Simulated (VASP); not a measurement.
TaN, 4 atoms in the cell. It takes space group P6_3mc (No. 186, hexagonal). Conventional cell: a = 3.005 Å, b = 3.005 Å, c = 6.028 Å, α = 90.00°, β = 90.00°, γ = 120.00°. Within 2.5 Å of Ta (site symmetry 3m) lie 4 N at 1.92 to 2.05 Å. Within 2.5 Å of N (site symmetry 3m) lie 4 Ta at 1.92 to 2.05 Å. 

| Quantity | Value |
| --- | --- |
| Program | VASP 6.6.1 |
| Task | single point |
| Functional | r2SCAN |
| Potentials or basis | VASP PAW PBE potentials, release 64 (Ta_pv, N) |
| Cutoff | 520 eV |
| k mesh | 18 × 18 × 8 |
| Occupations | gaussian, width 0.1 eV |
| Spin | no spin polarisation |
| Dipole correction | no |
| Further INCAR settings | ALGO = Normal; EDIFF = 1e-07; NBANDS = 24 |

Potentials or basis: VASP PAW PBE potentials, release 64 (Ta_pv, N).

Run with:

```sh
$ cat potpaw_PBE.64/Ta_pv/POTCAR potpaw_PBE.64/N/POTCAR > POTCAR
$ cp INCAR.step1 INCAR
$ mpirun -np 1 vasp_std > vasp.out
$ cp INCAR.step2 INCAR
$ mpirun -np 1 vasp_std > vasp.out
```

Hardware: 1 thread of Oxide Virtual Turin-like Processor, on a shared host.

Estimate the wall time of this run.

It took 23 min on 1 thread of Oxide Virtual Turin-like Processor, with other jobs on the host, peak memory 0.28 GiB. Counts: k points 185.
